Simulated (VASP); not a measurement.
# Mg31CdO32 (a cell with a defect): single point with PBEsol

System: Mg31CdO32 (a cell with a defect).

```
CELL_PARAMETERS angstrom
8.42881 0.00000 0.00000
0.00000 8.42881 0.00000
0.00000 0.00000 8.42881
ATOMIC_POSITIONS crystal
O 0.25000 0.00000 0.00000
O 0.25000 0.00000 0.50000
O 0.25000 0.50000 0.00000
O 0.25000 0.50000 0.50000
O 0.75000 0.00000 0.00000
O 0.75000 0.00000 0.50000
O 0.75000 0.50000 0.00000
O 0.75000 0.50000 0.50000
O 0.00000 0.25000 0.00000
O 0.00000 0.25000 0.50000
O 0.00000 0.75000 0.00000
O 0.00000 0.75000 0.50000
O 0.50000 0.25000 0.00000
O 0.50000 0.25000 0.50000
O 0.50000 0.75000 0.00000
O 0.50000 0.75000 0.50000
O 0.00000 0.00000 0.25000
O 0.00000 0.00000 0.75000
O 0.00000 0.50000 0.25000
O 0.00000 0.50000 0.75000
O 0.50000 0.00000 0.25000
O 0.50000 0.00000 0.75000
O 0.50000 0.50000 0.25000
O 0.50000 0.50000 0.75000
O 0.25000 0.25000 0.25000
O 0.25000 0.25000 0.75000
O 0.25000 0.75000 0.25000
O 0.25000 0.75000 0.75000
O 0.75000 0.25000 0.25000
O 0.75000 0.25000 0.75000
O 0.75000 0.75000 0.25000
O 0.75000 0.75000 0.75000
Mg 0.00000 0.00000 0.00000
Mg 0.00000 0.00000 0.50000
Mg 0.00000 0.50000 0.00000
Mg 0.00000 0.50000 0.50000
Mg 0.50000 0.00000 0.00000
Mg 0.50000 0.00000 0.50000
Mg 0.50000 0.50000 0.00000
Mg 0.25000 0.25000 0.00000
Mg 0.25000 0.25000 0.50000
Mg 0.25000 0.75000 0.00000
Mg 0.25000 0.75000 0.50000
Mg 0.75000 0.25000 0.00000
Mg 0.75000 0.25000 0.50000
Mg 0.75000 0.75000 0.00000
Mg 0.75000 0.75000 0.50000
Mg 0.25000 0.00000 0.25000
Mg 0.25000 0.00000 0.75000
Mg 0.25000 0.50000 0.25000
Mg 0.25000 0.50000 0.75000
Mg 0.75000 0.00000 0.25000
Mg 0.75000 0.00000 0.75000
Mg 0.75000 0.50000 0.25000
Mg 0.75000 0.50000 0.75000
Mg 0.00000 0.25000 0.25000
Mg 0.00000 0.25000 0.75000
Mg 0.00000 0.75000 0.25000
Mg 0.00000 0.75000 0.75000
Mg 0.50000 0.25000 0.25000
Mg 0.50000 0.25000 0.75000
Mg 0.50000 0.75000 0.25000
Mg 0.50000 0.75000 0.75000
Cd 0.50000 0.50000 0.50000
```

```
Program             : VASP 6.6.1
Task                : single point
Functional          : PBEsol
Potentials or basis : VASP PAW PBE potentials, release 64 (O, Mg, Cd)
Cutoff              : 520 eV
k mesh              : 1 × 1 × 1, shifted
Occupations         : fermi-dirac, width 0.05 eV
Spin                : no spin polarisation
```

```
Pressure               : 2.8 GPa
Largest force          : 2.613 eV/Å
Band gap on the k mesh : 4.69 eV
```

Forces on the atoms (eV/Å):
```
O   -0.006  0.000  0.000
O   -0.026  0.000  0.000
O   -0.026  0.000  0.000
O   -2.613  0.000  0.000
O    0.006  0.000  0.000
O    0.026  0.000  0.000
O    0.026  0.000  0.000
O    2.613  0.000  0.000
O    0.000 -0.006  0.000
O    0.000 -0.026  0.000
O    0.000  0.006  0.000
O    0.000  0.026  0.000
O    0.000 -0.026  0.000
O    0.000 -2.613  0.000
O    0.000  0.026  0.000
O    0.000  2.613  0.000
O    0.000  0.000 -0.006
O    0.000  0.000  0.006
O    0.000  0.000 -0.026
O    0.000  0.000  0.026
O    0.000  0.000 -0.026
O    0.000  0.000  0.026
O    0.000  0.000 -2.613
O    0.000  0.000  2.613
O    0.019  0.019  0.019
O    0.019  0.019 -0.019
O    0.019 -0.019  0.019
O    0.019 -0.019 -0.019
O   -0.019  0.019  0.019
O   -0.019  0.019 -0.019
O   -0.019 -0.019  0.019
O   -0.019 -0.019 -0.019
Mg   0.000  0.000  0.000
Mg   0.000  0.000  0.000
Mg   0.000  0.000  0.000
Mg   0.000  0.000  0.000
Mg   0.000  0.000  0.000
Mg   0.000  0.000  0.000
Mg   0.000  0.000  0.000
Mg   0.008  0.008  0.000
Mg  -0.060 -0.060  0.000
Mg   0.008 -0.008  0.000
Mg  -0.060  0.060  0.000
Mg  -0.008  0.008  0.000
Mg   0.060 -0.060  0.000
Mg  -0.008 -0.008  0.000
Mg   0.060  0.060  0.000
Mg   0.008  0.000  0.008
Mg   0.008  0.000 -0.008
Mg  -0.060  0.000 -0.060
Mg  -0.060  0.000  0.060
Mg  -0.008  0.000  0.008
Mg  -0.008  0.000 -0.008
Mg   0.060  0.000 -0.060
Mg   0.060  0.000  0.060
Mg   0.000  0.008  0.008
Mg   0.000  0.008 -0.008
Mg   0.000 -0.008  0.008
Mg   0.000 -0.008 -0.008
Mg   0.000 -0.060 -0.060
Mg   0.000 -0.060  0.060
Mg   0.000  0.060 -0.060
Mg   0.000  0.060  0.060
Cd   0.000  0.000  0.000
```

Levels at points of the mesh, in eV from the valence-band top:
| k point | band 131 | band 132 | band 133 | band 134 | band 135 | band 136 |
| --- | --- | --- | --- | --- | --- | --- |
| (0.25, 0.25, 0.25) | -0.90 | 0.00 | 0.00 | 4.69 | 6.19 | 6.36 |

It took 25 min on 1 thread of Intel Xeon 8259CL, with other jobs on the host, peak memory 0.72 GiB.

Caveat: the PAW data sets were made with another functional, which shifts forces and pressure a little.
